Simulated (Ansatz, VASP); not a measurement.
Ru: VASP beside Ansatz

Contents of INCAR:

```
SYSTEM = Ru
PREC     = Accurate       ! precision mode
ENCUT    = 500            ! plane-wave cutoff, eV
EDIFF    = 1E-6           ! SCF threshold, eV
ISMEAR   = 0              ! smearing method
SIGMA    = 0.15           ! smearing width, eV
LREAL    = .False.        ! projectors in reciprocal space
LASPH    = .True.         ! aspherical terms in the spheres
NELM     = 120            ! most SCF steps
ALGO     = Normal         ! electronic algorithm
ISIF     = 2              ! what is computed and relaxed
LWAVE    = .False.        ! write WAVECAR
LCHARG   = .False.        ! write CHGCAR
GGA      = PE             ! functional
NBANDS   = 21             ! bands
GGA_COMPAT= .False.
```

Contents of KPOINTS:

```
regular mesh
0
Gamma
  24 24 12
  0 0 0
```

POSCAR

```
Ru
1.0
    2.7057993342      0.0000000000      0.0000000000
   -1.3528996671      2.3432909610      0.0000000000
    0.0000000000      0.0000000000      4.2819000000
Ru
2
Direct
    0.2864729037      0.7946917412      0.2500000000
    0.6666666667      0.3333333333      0.7500000000
```

Input for Ansatz:

```yaml
crystal:
  lattice:
    - [2.7057993342, 0.0, 0.0]
    - [-1.3528996671, 2.343290961, 0.0]
    - [0.0, 0.0, 4.2819]
  atoms:
    - { symbol: Ru, position: [0.2864729037, 0.7946917412, 0.25] }
    - { symbol: Ru, position: [0.6666666667, 0.3333333333, 0.75] }
basis:
  ecutwfc: 420
kpoints:
  mp_grid: { grid: [24, 24, 12] }
hamiltonian:
  xc: pbe
scf:
  occupations: { method: gaussian, width: 0.15 }
output:
  forces: true
  stress: true
  eigenvalues: true
```

Alike in both runs: task single point; functional PBE; k mesh 24 × 24 × 12; occupations gaussian, width 0.15 eV; no spin polarisation.

|  | VASP | Ansatz |
| --- | --- | --- |
| version | VASP 6.6.1 | Ansatz 0.2.0 |
| potentials or method | VASP PAW PBE potentials, release 64 (Ru_pv), cutoff 500 eV | scalar-relativistic, plane waves, PAW |
| valence electrons in the cell | 28 | 32 |

```tsv
	VASP	Ansatz	Ansatz less VASP
gap on the k mesh at the Fermi level (eV)	none	none	-
pressure (GPa)	11.8	11.9	+0.11
traceless stress, the component that is largest in VASP (GPa)	-10.73	-10.68	+0.050
rms of the force components (eV/Å)	1.495	1.496	+0.0011
```

Atom by atom the forces differ by 0.005 eV/Å (rms over components). A gap of «none» marks a metal or a gap that the smearing closes. With one functional, cell and mesh, what is left measures potentials, basis and numerics. VASP's potentials hold 28 valence electrons a cell and Ansatz's 32, so a difference there can come from the potentials and not from the codes.
